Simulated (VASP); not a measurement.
# KF (Fm-3m) in VASP: notebook, part 2 of 2

VASP 6.6.1. Earlier steps stand in the parts before.

### 3 Vibrations by perturbation theory, PBE

The input, INCAR:

```
SYSTEM = KF
PREC = Accurate ; ENCUT = 520
EDIFF = 1E-8 ; ISMEAR = 0
SIGMA = 0.01 ; LREAL = .False.
LASPH = .True. ; NELM = 100
ALGO = Normal ; ISIF = 2
LWAVE = .False. ; LCHARG = .False.
GGA = PE ; IBRION = 8
NSW = 1 ; LEPSILON = .True.
```

The input, KPOINTS:

```
Automatic mesh
0
Gamma
  8 8 8
  0 0 0
```

The input, POSCAR:

```
KF
1.0
    0.0000000000      2.7102370908      2.7102370908
    2.7102370908      0.0000000000      2.7102370908
    2.7102370908      2.7102370908      0.0000000000
K F
1 1
Direct
    0.0000000000      0.0000000000      0.0000000000
    0.5000000000      0.5000000000      0.5000000000
```

Potentials or basis: VASP PAW PBE potentials, release 64 (K_sv, F).

Launch:

```console
cat potpaw_PBE.64/K_sv/POTCAR potpaw_PBE.64/F/POTCAR > POTCAR
mpirun -np 1 vasp_std > vasp.out
```

OUTCAR:

```text
SYSTEM = KF
   PREC = Accurate
   ENCUT = 520
   EDIFF = 1E-8
   ISMEAR = 0
   LREAL = .False.
   LASPH = .True.
   NELM = 100
   ISIF = 2
   GGA = PE
   IBRION = 8
   NSW = 1
   LEPSILON = .True.

 ion  position               nearest neighbor table
   1  0.000  0.000  0.000-   2 2.71   2 2.71   2 2.71   2 2.71   2 2.71   2 2.71
   2  0.500  0.500  0.500-   1 2.71   1 2.71   1 2.71   1 2.71   1 2.71   1 2.71

  LATTYP: Found a face centered cubic cell.
 ALAT       =     5.4204741816

  Lattice vectors:

 A1 = (   0.0000000000,   2.7102370908,   2.7102370908)
 A2 = (   2.7102370908,   0.0000000000,   2.7102370908)
 A3 = (   2.7102370908,   2.7102370908,   0.0000000000)

Analysis of symmetry for initial positions (statically):
=====================================================================
 Subroutine PRICEL returns:
 Original cell was already a primitive cell.

 Routine SETGRP: Setting up the symmetry group for a
 face centered cubic supercell.

 Subroutine GETGRP returns: Found 48 space group operations
 (whereof 48 operations were pure point group operations)
 out of a pool of 48 trial point group operations.

The static configuration has the point symmetry O_h .

Analysis of symmetry for dynamics (positions and initial velocities):
=====================================================================
 Subroutine PRICEL returns:
 Original cell was already a primitive cell.

 Routine SETGRP: Setting up the symmetry group for a
 face centered cubic supercell.

 Subroutine GETGRP returns: Found 48 space group operations
 (whereof 48 operations were pure point group operations)
 out of a pool of 48 trial point group operations.

The dynamic configuration has the point symmetry O_h .

 Subroutine INISYM returns: Found 48 space group operations
 (whereof 48 operations are pure point group operations),
 and found     1 'primitive' translations

----------------------------------------------------------------------------------------

                                     Primitive cell

  volume of cell :      39.8155

  direct lattice vectors                    reciprocal lattice vectors
     0.000000000  2.710237091  2.710237091    -0.184485705  0.184485705  0.184485705
     2.710237091  0.000000000  2.710237091     0.184485705 -0.184485705  0.184485705
     2.710237091  2.710237091  0.000000000     0.184485705  0.184485705 -0.184485705

  length of vectors
     3.832854051  3.832854051  3.832854051     0.319538614  0.319538614  0.319538614

  position of ions in fractional coordinates (direct lattice)
     0.000000000  0.000000000  0.000000000
[... 551 lines left out ...]
 -----------------------------------------------------------------------------
    -0.00003  0.00000  0.00000
     0.00000 -0.00003 -0.00000
    -0.00000  0.00000 -0.00008

--------------------------------------- Ionic step        4  -------------------------------------------

------------------------ aborting loop because EDIFF is reached ----------------------------------------

[... ionic steps 5 to 6 ...]

--------------------------------------- Ionic step        7  -------------------------------------------

 Free energy of the ion-electron system (eV)
  ---------------------------------------------------
  ---------------------------------------------------
  free energy    TOTEN  =        -0.53603675 eV

  energy without entropy =       -0.53603675

------------------------ aborting loop because EDIFF is reached ----------------------------------------

 INTERNAL STRAIN TENSOR  FOR ION    2  DIRECTION 1   (eV/Angst):
 -----------------------------------------------------------------------------
    -0.01048  0.00000  0.00000
    -0.00000  0.00303 -0.00000
     0.00000 -0.00000  0.00303

 MACROSCOPIC STATIC DIELECTRIC TENSOR (including local field effects in DFT)
 ------------------------------------------------------
           1.955337     0.000000    -0.000000
           0.000000     1.955337    -0.000000
           0.000000     0.000000     1.955337
 ------------------------------------------------------

 PIEZOELECTRIC TENSOR (including local field effects)  for field in x, y, z        (e  Angst)
          XX          YY          ZZ          XY          YZ          ZX
  --------------------------------------------------------------------------------
  x     0.00000     0.00000     0.00000     0.00000     0.00000     0.00000
  y     0.00000     0.00000     0.00000     0.00000     0.00000     0.00000
  z     0.00000     0.00000     0.00000     0.00000     0.00000     0.00000

 PIEZOELECTRIC TENSOR (including local field effects)  for field in x, y, z        (C/m^2)
          XX          YY          ZZ          XY          YZ          ZX
  --------------------------------------------------------------------------------
  x     0.00000     0.00000     0.00000     0.00000     0.00000     0.00000
  y     0.00000     0.00000     0.00000     0.00000     0.00000     0.00000
  z     0.00000     0.00000     0.00000     0.00000     0.00000     0.00000

 BORN EFFECTIVE CHARGES (including local field effects) (in |e|, cummulative output)
 ---------------------------------------------------------------------------------
 ion    1
    1     1.13252     0.00000     0.00000
    2     0.00000     1.13252    -0.00000
    3    -0.00000    -0.00000     1.13252
 ion    2
    1    -1.13252    -0.00000    -0.00000
    2    -0.00000    -1.13252     0.00000
    3     0.00000     0.00000    -1.13252

 INTERNAL STRAIN TENSOR FOR ION    2 for displacements in x,y,z  (eV/Angst):
          X           Y           Z          XY          YZ          ZX
  --------------------------------------------------------------------------------
  x     0.00000     0.00000     0.00000     0.00000     0.00000     0.00000
  y     0.00000     0.00000     0.00000     0.00000     0.00000     0.00000
  z     0.00000     0.00000     0.00000     0.00000     0.00000     0.00000

 SECOND DERIVATIVES (NOT SYMMETRIZED)
 ------------------------------------
               1X          1Y          1Z          2X          2Y          2Z
  1X    -1.330940    0.000000    0.000000    1.330940    0.000000    0.000000
  1Y     0.000000   -1.330940    0.000000    0.000000    1.330940    0.000000
  1Z     0.000000    0.000000   -1.330940    0.000000    0.000000    1.330940
  2X     1.297630    0.000000    0.000000   -1.297630    0.000000    0.000000
  2Y     0.000000    1.297630    0.000000    0.000000   -1.297630    0.000000
  2Z     0.000000    0.000000    1.297630    0.000000    0.000000   -1.297630

 Eigenvectors and eigenvalues of the dynamical matrix
 ----------------------------------------------------

   1 f  =    5.001394 THz    31.424684 2PiTHz  166.828538 cm-1    20.684093 meV
             X         Y         Z           dx          dy          dz
      0.000000  0.000000  0.000000     0.000000    0.576736    0.000000
      2.710237  2.710237  2.710237     0.000000   -0.816930    0.000000
[... 21 lines left out ...]
   6 f/i=    0.029862 THz     0.187627 2PiTHz    0.996084 cm-1     0.123499 meV
             X         Y         Z           dx          dy          dz
      0.000000  0.000000  0.000000     0.000000    0.000000    0.816930
      2.710237  2.710237  2.710237     0.000000    0.000000    0.576736

--------------------------------------------------------------------------------------------------------

 MACROSCOPIC STATIC DIELECTRIC TENSOR IONIC CONTRIBUTION
 ------------------------------------------------------
           4.434875    -0.000000    -0.000000
          -0.000000     4.434875    -0.000000
          -0.000000    -0.000000     4.434875
 ------------------------------------------------------

 ELASTIC MODULI CONTR FROM IONIC RELAXATION (kBar)
 Direction    XX          YY          ZZ          XY          YZ          ZX
 --------------------------------------------------------------------------------
 XX           0.0000      0.0000      0.0000      0.0000      0.0000      0.0000
 YY           0.0000      0.0000      0.0000      0.0000      0.0000      0.0000
 ZZ           0.0000      0.0000      0.0000      0.0000      0.0000      0.0000
 XY           0.0000      0.0000      0.0000      0.0000      0.0000      0.0000
 YZ           0.0000      0.0000      0.0000      0.0000      0.0000      0.0000
 ZX           0.0000      0.0000      0.0000      0.0000      0.0000      0.0000
 --------------------------------------------------------------------------------

 PIEZOELECTRIC TENSOR IONIC CONTR  for field in x, y, z        (C/m^2)
          XX          YY          ZZ          XY          YZ          ZX
  --------------------------------------------------------------------------------
  x     0.00000     0.00000     0.00000     0.00000     0.00000     0.00000
  y     0.00000     0.00000     0.00000     0.00000     0.00000     0.00000
  z     0.00000     0.00000     0.00000     0.00000     0.00000     0.00000
```

It took 3.4 min on 1 thread of Intel Xeon 6975P-C (Granite Rapids), shared host; peak memory 0.23 GiB.

What came out:

```yaml
Electronic_dielectric_tensor_diagonal: 1.96
Born_charges_mean_of_the_diagonal: K +1.13; F -1.13 e
Highest_phonon_frequency_at_Γ_LO-TO_splitting_left_out: 167 cm⁻¹
```

Phonon frequencies in cm⁻¹ (negative: imaginary):
```csv
q point,frequencies
"(0.000, 0.000, 0.000)",-1 -1 -1 167 167 167
```

Electronic dielectric tensor:
```
1.96 0.00 0.00
0.00 1.96 0.00
0.00 0.00 1.96
```

Born effective charge tensors (e):
atom 1, K
```
1.13 0.00 0.00
0.00 1.13 0.00
0.00 0.00 1.13
```
atom 2, F
```
-1.13  0.00  0.00
 0.00 -1.13  0.00
 0.00  0.00 -1.13
```
